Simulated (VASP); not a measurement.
Input of a VASP 6.6.1 run:

File INCAR:

```
PREC     = Accurate       # precision mode
ENCUT    = 520            # plane-wave cutoff, eV
EDIFF    = 1E-7           # SCF threshold, eV
ISMEAR   = 0              # smearing method
SIGMA    = 0.1            # smearing width, eV
LREAL    = False          # projectors in reciprocal space
LASPH    = True           # aspherical terms in the spheres
NELM     = 80             # most SCF steps
ALGO     = Normal         # electronic algorithm
ISIF     = 2              # what is computed and relaxed
LWAVE    = False          # write WAVECAR
LCHARG   = True           # write CHGCAR
GGA      = PE             # functional
LELF     = True           # ELF
LVHAR    = True         
NBANDS   = 41             # bands
```

The input KPOINTS:

```
Automatic mesh
0
Gamma
  4 4 4
```

POSCAR

```
BeZn3Te4
1.0
    6.0516835015      0.0002626053      0.0004069771
    0.0002597195      6.0521605769     -0.0003897869
   -3.0256027994     -3.0266219472      6.0368796406
Be Zn Te
1 3 4
Direct
    0.5000493553      0.4999053699     -0.0000583105
    0.0001917870     -0.0001138186      0.0000306140
    0.7497954305      0.2500516620      0.4999455094
    0.2499258589      0.7502171449      0.5001062851
    0.8542696843      0.8543685662      0.2382135477
    0.3838298729      0.3840362549      0.2382471937
    0.6162610844      0.1455966483      0.7618117613
    0.1456769265      0.6159381726      0.7617033992
```

Potentials or basis: VASP PAW PBE potentials, release 64 (Be, Zn, Te).

Run with:

```console
$ cat potpaw_PBE.64/Be/POTCAR potpaw_PBE.64/Zn/POTCAR potpaw_PBE.64/Te/POTCAR > POTCAR
$ mpirun -np 1 vasp_std > vasp.out
```

Question: Estimate the band gap on the k mesh.

Answer: 1.61 eV.

Question: Predict the pressure.

Answer: 0.1 GPa.

Forces in eV/Å, atoms in the order of the input:
```
Be   0.000  0.000  0.001
Zn  -0.001  0.001  0.001
Zn   0.001  0.000 -0.001
Zn   0.001 -0.001 -0.001
Te   0.001  0.001  0.001
Te   0.000 -0.003  0.000
Te  -0.001 -0.001  0.000
Te  -0.001  0.002  0.000
```

Caveat: spin-orbit coupling is left out, which moves the levels of the heavy elements. A k mesh can miss the band edges.
